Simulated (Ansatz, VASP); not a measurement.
**IrRu5: VASP beside Ansatz**

```
Ru Ir
1.0
     2.72614    0.00000    0.00000
    -1.36307    2.36091    0.00000
     0.00000    0.00000   12.94399
Ru Ir
5 1
Direct
  0.33333 0.66667 0.83003
  0.33333 0.66667 0.16997
  0.33333 0.66667 0.50000
  0.66667 0.33333 0.33383
  0.66667 0.33333 0.66617
  0.66667 0.33333 0.00000
```

Alike in both runs: task single point; functional PBE; k mesh 18 × 18 × 4; occupations gaussian, width 0.1 eV; no spin polarisation.

|  | VASP | Ansatz |
| --- | --- | --- |
| version | VASP 6.6.1 | Ansatz 0.2.0 |
| potentials or method | VASP PAW PBE potentials, release 64 (Ru_pv, Ir), cutoff 520 eV | scalar-relativistic, plane waves, PAW |
| valence electrons in the cell | 79 | 97 |

Ansatz gave:

```
gap on the k mesh at the Fermi level (eV) : none
pressure (GPa)                            : 0.0
rms of the force components (eV/Å)        : 0.001
```

What did VASP give for the same quantities?

gap on the k mesh at the Fermi level (eV): none; pressure (GPa): 0.0; rms of the force components (eV/Å): 0.006.

Atom by atom the forces differ by 0.005 eV/Å (rms over components). A gap of «none» marks a metal or a gap that the smearing closes. VASP's potentials hold 79 valence electrons a cell and Ansatz's 97, so a difference there can come from the potentials and not from the codes.

Neither program's run includes spin-orbit coupling.
